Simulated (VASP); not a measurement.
Wanted: the native input for a VASP 6.6.1 run.

| Property | Result |
| --- | --- |
| Task | single point |
| Functional | PBEsol |
| Potentials or basis | VASP PAW PBE potentials, release 64 (Hf_pv, C) |
| Cutoff | 520 eV |
| k mesh | 11 × 11 × 11 |
| Occupations | fermi-dirac, width 0.05 eV |
| Spin | no spin polarisation |
| Dipole correction | no |
| Further INCAR settings | ALGO = Normal; EDIFF = 1e-06; NBANDS = 14 |

The structure of HfC lies in POSCAR:

```
HfC
1.0
    0.0000000000      2.3250000000      2.3250000000
    2.3250000000      0.0000000000      2.3250000000
    2.3250000000      2.3250000000      0.0000000000
Hf C
1 1
Direct
    0.3950000000      0.3950000000      0.6050000000
    0.1050000000      0.1050000000     -0.1050000000
```

This cell differs from its parent crystal: shortest bond scaled by 0.58.

These files were run (other wordings do the same):

INCAR

```
SYSTEM = HfC
PREC = Accurate
ENCUT = 520
EDIFF = 1E-6
ISMEAR = -1
SIGMA = 0.05
LREAL = .FALSE.
LASPH = .TRUE.
NELM = 80
ALGO = Normal
ISIF = 2
LWAVE = .FALSE.
LCHARG = .FALSE.
GGA = PS
NBANDS = 14
```

KPOINTS

```
regular mesh
0
G
  11 11 11
  0 0 0
```

Potentials or basis: VASP PAW PBE potentials, release 64 (Hf_pv, C).

Command:

```console
$ cat potpaw_PBE.64/Hf_pv/POTCAR potpaw_PBE.64/C/POTCAR > POTCAR
$ mpirun -np 1 vasp_std > vasp.out
```

Results of the run:

The pressure is 140.2 GPa. The largest force is 53.190 eV/Å. The band gap on the k mesh is zero (bands 7 and 8 overlap by 1.91 eV).

Caveat: the cell differs from its parent crystal (shortest bond scaled by 0.58); atoms lie so close that the PAW spheres overlap strongly, which falsifies energies and pressures; the cell stands under pressure; the PAW data sets were made with another functional, which shifts forces and pressure a little; spin-orbit coupling is left out, which moves the levels of the heavy elements.

It took 53 s on 1 thread of Intel Xeon 8259CL, with other jobs on the host, peak memory 0.18 GiB.
